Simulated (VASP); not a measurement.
# La (P6_3/mmc) in VASP: further runs, part 2 of 2

VASP 6.6.1. Earlier steps stand in the parts before.

**4. Relaxation of cell and atoms, PBEsol, target pressure 5 GPa, at which the enthalpy is minimised**

INCAR reads:

```
SYSTEM = La
  PREC = Accurate
  ENCUT = 600
  EDIFF = 1E-7
  ISMEAR = -1
  SIGMA = 0.05
  LREAL = .FALSE.
  LASPH = .TRUE.
  NELM = 80
  ALGO = Fast
  ISIF = 3
  LWAVE = .FALSE.
  LCHARG = .FALSE.
  GGA = PS
  IBRION = 2
  NSW = 60
  EDIFFG = -0.01
  PSTRESS = 50.0
```

KPOINTS reads:

```
regular mesh
0
G
  8 8 5
  0 0 0
```

POSCAR reads:

```
La
1.0
    3.7500000000      0.0000000000      0.0000000000
   -1.8750000000      3.2475952642      0.0000000000
    0.0000000000      0.0000000000      6.0700000000
La
2
Direct
    0.6666666667      0.3333333333      0.7500000000
    0.3333333333      0.6666666667      0.2500000000
```

Potentials or basis: VASP PAW PBE potentials, release 64 (La).

The run is started by

```bash
> cat potpaw_PBE.64/La/POTCAR > POTCAR
> mpirun -np 1 vasp_std > vasp.out
```

OUTCAR:

```text
SYSTEM = La
   PREC = Accurate
   ENCUT = 600
   EDIFF = 1E-7
   ISMEAR = -1
   LREAL = .FALSE.
   LASPH = .TRUE.
   NELM = 80
   ISIF = 3
   GGA = PS
   IBRION = 2
   NSW = 60
   EDIFFG = -0.01
   PSTRESS = 50.0

 ion  position               nearest neighbor table
   1  0.667  0.333  0.750-
   2  0.333  0.667  0.250-

  LATTYP: Found a hexagonal cell.
 ALAT       =     3.7500000000
 C/A-ratio  =     1.6186666667

  Lattice vectors:

 A1 = (   3.7500000000,   0.0000000000,   0.0000000000)
 A2 = (  -1.8750000000,   3.2475952642,   0.0000000000)
 A3 = (   0.0000000000,   0.0000000000,   6.0700000000)

Analysis of symmetry for initial positions (statically):
=====================================================================
 Subroutine PRICEL returns:
 Original cell was already a primitive cell.

 Routine SETGRP: Setting up the symmetry group for a
 hexagonal supercell.

 Subroutine GETGRP returns: Found 24 space group operations
 (whereof 12 operations were pure point group operations)
 out of a pool of 24 trial point group operations.

The static configuration has the point symmetry D_3d.
 The point group associated with its full space group is D_6h.

Analysis of symmetry for dynamics (positions and initial velocities):
=====================================================================
 Subroutine PRICEL returns:
 Original cell was already a primitive cell.

 Routine SETGRP: Setting up the symmetry group for a
 hexagonal supercell.

 Subroutine GETGRP returns: Found 24 space group operations
 (whereof 12 operations were pure point group operations)
 out of a pool of 24 trial point group operations.

The dynamic configuration has the point symmetry D_3d.
 The point group associated with its full space group is D_6h.

 Subroutine INISYM returns: Found 24 space group operations
 (whereof 12 operations are pure point group operations),
 and found     1 'primitive' translations

[... 140 lines left out ...]
  ext. energy  EPLUGINS =         0.00000000
  ---------------------------------------------------
  free energy    TOTEN  =       -10.59738741 eV

  energy without entropy =      -10.56118211  energy(sigma->0) =      -10.57928476

 E-fermi :   7.7626     XC(G=0):  -9.7040

 val. band max:        7.7351467735   @ k =   0.1250   0.1250   0.0000
 cond. band min:       7.7852978890   @ k =   0.3750   0.2500   0.2000
 fundamental gap:      0.0501511155
 Fermi energy:         7.7625622361

 k-point     1 :       0.0000    0.0000    0.0000
  band No.  band energies     occupation
      1     -25.0668      2.00000
      2     -24.8594      2.00000
      3      -9.4153      2.00000
      4      -8.1850      2.00000
      5      -8.1850      2.00000
      6      -7.9951      2.00000
      7      -7.9951      2.00000
      8      -7.9704      2.00000
      9       4.5260      2.00000
     10       5.9764      2.00000
     11       8.8712      0.00000
     12       9.0953      0.00000
     13       9.0978      0.00000
     14       9.3516      0.00000
[... 452 lines left out ...]
--------------------------------------- Ionic step        2  -------------------------------------------

 number of electron      22.0000001 magnetization

------------------------ aborting loop EDIFF was not reached (unconverged)  ----------------------------

  FORCE on cell =-STRESS in cart. coord.  units (eV):
  Direction    XX          YY          ZZ          XY          YZ          ZX
  --------------------------------------------------------------------------------------
  -------------------------------------------------------------------------------------
  Total        1.6242214      1.6242214      2.0620761      0.0000000      0.0000000      0.0000000
  in kB       43.9850489     43.9850489     55.8424608      0.0000000      0.0000000      0.0000000
  external PRESSURE =      -2.0624804 kB  Pullay stress =      50.0000000 kB
[... 59 lines left out ...]
  energy  without entropy=      -10.4385156297  energy(sigma->0) =      -10.45118438

  enthalpy is  TOTEN    =        -8.6270945411 eV   P V=        1.8367585865

[... ionic steps 4 to 8 ...]

--------------------------------------- Ionic step        9  -------------------------------------------

 number of electron      21.9999998 magnetization

------------------------ aborting loop because EDIFF is reached ----------------------------------------
[... 71 lines left out ...]
--------------------------------------- Ionic step       11  -------------------------------------------

 number of electron      21.9999998 magnetization

 Free energy of the ion-electron system (eV)
  ---------------------------------------------------
  ext. energy  EPLUGINS =         0.00000000
  ---------------------------------------------------
  free energy    TOTEN  =       -10.46758657 eV

  energy without entropy =      -10.44246871  energy(sigma->0) =      -10.45502764

 E-fermi :  10.1950     XC(G=0): -10.6779

 val. band max:       10.1911402046   @ k =   0.2500   0.2500   0.4000
 cond. band min:      10.2281179468   @ k =   0.2500   0.2500   0.0000
 fundamental gap:      0.0369777422
 Fermi energy:        10.1950392776

 k-point     1 :       0.0000    0.0000    0.0000
  band No.  band energies     occupation
      1     -22.4866      2.00000
      2     -22.0309      2.00000
      3      -7.3748      2.00000
      4      -5.0392      2.00000
      5      -5.0392      2.00000
      6      -4.7842      2.00000
      7      -4.7243      2.00000
      8      -4.7243      2.00000
      9       7.2965      2.00000
     10       8.1805      2.00000
     11      11.1995      0.00000
     12      11.6736      0.00000
     13      11.6736      0.00000
     14      11.9587      0.00000
[... 448 lines left out ...]
  energy  without entropy=      -10.4424687071  energy(sigma->0) =      -10.45502764

  enthalpy is  TOTEN    =        -8.6307580944 eV   P V=        1.8368284787

 reached required accuracy - stopping structural energy minimisation
```

CONTCAR:

```text
La
   1.00000000000000
     3.4511093177526235   -0.0000000000000000    0.0000000000000000
    -1.7255546588763118    2.9887483404206563   -0.0000000000000000
     0.0000000000000000   -0.0000000000000000    5.7063856385070162
  La
     2
Direct
     0.6666666667000030    0.3333333332999970    0.7500000000000000
     0.3333333332999970    0.6666666667000030    0.2500000000000000

  0.00000000E+00  0.00000000E+00  0.00000000E+00
  0.00000000E+00  0.00000000E+00  0.00000000E+00
```

It took 13 min on 1 thread of Intel Xeon Platinum 8488C (Sapphire Rapids), shared host; peak memory 0.29 GiB.

Results:

```
Free energy                                                : -10.4676 eV
Relaxed volume                                             : 29.43 Å³/atom
Relaxed cell                                               : a = 3.451 Å, b = 3.451 Å, c = 5.706 Å, α = 90.00°, β = 90.00°, γ = 120.00°
Space group after relaxing (to 0.1 Å)                      : P6_3/mmc (No. 194)
Energy change on relaxing (the run minimises the enthalpy) : +64.9 meV/atom
Ionic steps                                                : 11
Pressure after relaxing                                    : 5.0 GPa
Band gap on the k mesh                                     : zero (bands 11 and 12 overlap by 1.59 eV)
```

Step by step:
| step | energy change (eV) | largest force (eV/Å) | pressure (GPa) | volume (Å³) |
| --- | --- | --- | --- | --- |
| 1 | 0.0000 | 0.0000 | -1.43 | 73.92 |
| 2 | 0.1240 | 0.0000 | 4.79 | 59.16 |
| 3 | 0.1335 | 0.0000 | 4.96 | 58.86 |
| 4 | 0.1339 | 0.0000 | 5.14 | 58.76 |
| 5 | 0.1357 | 0.0000 | 5.18 | 58.67 |
| 6 | 0.1362 | 0.0000 | 5.19 | 58.66 |
| 7 | 0.1370 | 0.0000 | 5.20 | 58.63 |
| 8 | 0.1364 | 0.0000 | 5.06 | 58.65 |
| 9 | 0.1367 | 0.0000 | 5.21 | 58.64 |
| 10 | 0.1365 | 0.0000 | 5.12 | 58.65 |
| 11 | 0.1298 | 0.0000 | 5.04 | 58.86 |

Final structure:
```
La
1.0
     3.45111    0.00000    0.00000
    -1.72555    2.98875    0.00000
     0.00000    0.00000    5.70639
La
2
Cartesian
  1.7256 0.9962 4.2798
  0.0000 1.9925 1.4266
```

Levels at points of the mesh, in eV from the Fermi level:
```tsv
k point	band 7	band 8	band 9	band 10	band 11	band 12	band 13	band 14	band 15
(0.00, 0.00, 0.00)	-14.92	-14.92	-2.90	-2.01	1.00	1.48	1.48	1.76	1.89
(0.50, 0.00, 0.00)	-15.61	-15.27	-2.25	-1.64	-1.25	1.40	1.65	1.68	1.78
```

Caveat: the cell is relaxed towards a set pressure, so the run minimises the enthalpy, not the energy; the volume moved by over 15 % at a fixed basis, so the end points are rough; the PAW data sets were made with another functional, which shifts forces and pressure a little; spin-orbit coupling is left out, which moves the levels of the heavy elements.

**5. Relaxation of cell and atoms, PBEsol, target pressure 10 GPa, at which the enthalpy is minimised**

INCAR reads:

```
ALGO = Normal ; EDIFF = 1E-7
EDIFFG = -0.01 ; ENCUT = 600
GGA = PS ; IBRION = 2
ISIF = 3 ; ISMEAR = -1
LASPH = True ; LCHARG = False
LREAL = False ; LWAVE = False
NELM = 60 ; NSW = 60
PREC = Accurate ; PSTRESS = 100.0
SIGMA = 0.05
```

KPOINTS reads:

```
k-points
0
Gamma
  8 8 5
```

POSCAR is that of step 4.

Potentials or basis: VASP PAW PBE potentials, release 64 (La).

The run is started by

```bash
> cat potpaw_PBE.64/La/POTCAR > POTCAR
> mpirun -np 1 vasp_std > vasp.out
```

OUTCAR:

```text
EDIFF = 1E-7
   EDIFFG = -0.01
   ENCUT = 600
   GGA = PS
   IBRION = 2
   ISIF = 3
   ISMEAR = -1
   LASPH = True
   LREAL = False
   NELM = 60
   NSW = 60
   PREC = Accurate
   PSTRESS = 100.0

 ion  position               nearest neighbor table
   1  0.667  0.333  0.750-
   2  0.333  0.667  0.250-

  LATTYP: Found a hexagonal cell.
 ALAT       =     3.7500000000
 C/A-ratio  =     1.6186666667

  Lattice vectors:

 A1 = (   3.7500000000,   0.0000000000,   0.0000000000)
 A2 = (  -1.8750000000,   3.2475952642,   0.0000000000)
 A3 = (   0.0000000000,   0.0000000000,   6.0700000000)

Analysis of symmetry for initial positions (statically):
=====================================================================
 Subroutine PRICEL returns:
 Original cell was already a primitive cell.
[... 727 lines left out ...]

--------------------------------------- Ionic step        8  -------------------------------------------

 number of electron      21.9999999 magnetization

------------------------ aborting loop because EDIFF is reached ----------------------------------------
[... 71 lines left out ...]
--------------------------------------- Ionic step       10  -------------------------------------------

 number of electron      21.9999999 magnetization

 Free energy of the ion-electron system (eV)
  ---------------------------------------------------
  ext. energy  EPLUGINS =         0.00000000
  ---------------------------------------------------
  free energy    TOTEN  =       -10.16267231 eV

  energy without entropy =      -10.13824006  energy(sigma->0) =      -10.15045618

 E-fermi :  11.6801     XC(G=0): -11.2177

 val. band max:       11.6604156823   @ k =   0.2500   0.0000   0.2000
 cond. band min:      11.6874825739   @ k =   0.3750   0.2500   0.4000
 fundamental gap:      0.0270668916
 Fermi energy:        11.6801472017

 k-point     1 :       0.0000    0.0000    0.0000
  band No.  band energies     occupation
      1     -21.0959      2.00000
      2     -20.4514      2.00000
      3      -6.2784      2.00000
      4      -3.1201      2.00000
      5      -3.1201      2.00000
      6      -2.9075      2.00000
      7      -2.7330      2.00000
      8      -2.7330      2.00000
      9       9.1683      2.00000
     10       9.6195      2.00000
     11      12.4903      0.00000
     12      13.2308      0.00000
     13      13.2308      0.00000
     14      13.4632      0.00000
[... 448 lines left out ...]
  energy  without entropy=      -10.1382400640  energy(sigma->0) =      -10.15045618

  enthalpy is  TOTEN    =        -6.9001052216 eV   P V=        3.2625670834

 reached required accuracy - stopping structural energy minimisation
```

Run time: 5.8 min. Hardware: 1 thread of Intel Xeon Platinum 8488C (Sapphire Rapids), shared host; peak memory 0.24 GiB.

Results:

```yaml
Free_energy: -10.1627 eV
Relaxed_volume: 26.14 Å³/atom
Relaxed_cell: a = 3.296 Å, b = 3.296 Å, c = 5.555 Å, α = 90.00°, β = 90.00°, γ = 120.00°
Space_group_after_relaxing_to_0.1_Å: P6_3/mmc (No. 194)
Energy_change_on_relaxing_the_run_minimises_the_enthalpy: +217.4 meV/atom
Ionic_steps: 10
Pressure_after_relaxing: 10.1 GPa
Band_gap_on_the_k_mesh: zero (bands 11 and 12 overlap by 1.72 eV)
```

The path:
```
step  energy change (eV)  largest force (eV/Å)  pressure (GPa)  volume (Å³)
   1              0.0000                0.0000           -1.43        73.92
   2              0.6847                0.0000           14.44        49.15
   3              0.4076                0.0000            9.89        52.84
   4              0.4313                0.0000           10.32        52.47
   5              0.4326                0.0000           10.22        52.35
   6              0.4351                0.0000           10.22        52.28
   7              0.4427                0.0000           10.17        52.15
   8              0.4421                0.0000           10.18        52.16
   9              0.4246                0.0000            9.92        52.44
  10              0.4347                0.0000           10.05        52.27
```

Final structure:
```cif
data_structure
_symmetry_space_group_name_H-M 'P 1'
_symmetry_Int_Tables_number 1
_cell_length_a 3.2963
_cell_length_b 3.2963
_cell_length_c 5.5551
_cell_angle_alpha 90.000
_cell_angle_beta 90.000
_cell_angle_gamma 120.000
_cell_volume 52.27
loop_
_atom_site_label
_atom_site_type_symbol
_atom_site_fract_x
_atom_site_fract_y
_atom_site_fract_z
_atom_site_occupancy
La1 La 0.66667 0.33333 0.75000 1
La2 La 0.33333 0.66667 0.25000 1
```

Levels at points of the mesh, in eV from the Fermi level:
```
           k point  band 8  band 9  band 10  band 11  band 12  band 13  band 14  band 15
(0.00, 0.00, 0.00)  -14.41   -2.51    -2.06     0.81     1.55     1.55     1.78     1.90
(0.50, 0.00, 0.00)  -14.93   -2.65    -1.96    -1.33     1.53     1.67     1.77     1.90
```

Caveat: the cell is relaxed towards a set pressure, so the run minimises the enthalpy, not the energy; the volume moved by over 15 % at a fixed basis, so the end points are rough; the PAW data sets were made with another functional, which shifts forces and pressure a little; spin-orbit coupling is left out, which moves the levels of the heavy elements.

**6. Summary**

```tsv
cell	gap on the mesh (eV)	pressure (GPa)
relaxed	none	0.0
relaxed to 2 GPa	none	2.0
relaxed to 5 GPa	none	5.0
relaxed to 10 GPa	none	10.1
```

Alike in all rows: task relaxation of cell and atoms; level PBEsol; potentials or basis VASP PAW PBE potentials, release 64 (La); no spin polarisation; k mesh 8 × 8 × 5; cutoff (eV) 600; smearing fermi-dirac 0.05 eV.

Caveats: the PAW data sets were made with another functional, which shifts forces and pressure a little; spin-orbit coupling is left out, which moves the levels of the heavy elements; the cell is relaxed towards a set pressure, so the run minimises the enthalpy, not the energy (at least some runs); the volume moved by over 15 % at a fixed basis, so the end points are rough (at least some runs).

Absolute energies hang on the potentials; compare differences alone.

The gap in the log of VASP goes by the Fermi energy; the results here count the filled bands.